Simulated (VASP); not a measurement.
A run of VASP 6.6.1 is set up as follows.

INCAR

```
SYSTEM = MoS2
ALGO = Normal ; DIPOL = 0.5 0.5 0.255
EDIFF = 1E-6 ; ENCUT = 400
GGA = PE ; GGA_COMPAT = .FALSE.
IDIPOL = 3 ; ISIF = 2
ISMEAR = 0 ; IVDW = 12
LASPH = .TRUE. ; LCHARG = .FALSE.
LDIPOL = .TRUE. ; LREAL = .FALSE.
LWAVE = .FALSE. ; NBANDS = 20
NELM = 120 ; NELMDL = -8
PREC = Accurate ; SIGMA = 0.1
```

File KPOINTS:

```
k-points
0
G
  12 12 1
  0 0 0
```

The input POSCAR:

```
MoS2
1.0
    3.1346592680      0.0000000000      0.0000000000
   -1.5673296340      2.7146945583      0.0000000000
    0.0000000000      0.0000000000     23.9375765799
S Mo
2 1
Direct
    0.0000000000      0.0000000000      0.1879889547
    0.3333333333      0.6666666667      0.3224548761
    0.6666666667      0.3333333333      0.2552219154
```

Potentials or basis: VASP PAW PBE potentials, release 64 (S, Mo_sv).

Command:

```console
$ cat potpaw_PBE.64/S/POTCAR potpaw_PBE.64/Mo_sv/POTCAR > POTCAR
$ mpirun -np 1 vasp_std > vasp.out
```

(1) What does it give for the band gap on the k mesh?

(2) What does it give for the dispersion energy per atom?

## Answers

(1) zero (band 13 reaches -1.27 eV, above the bottom of band 14 at -1.74 eV).

(2) -0.321 eV.
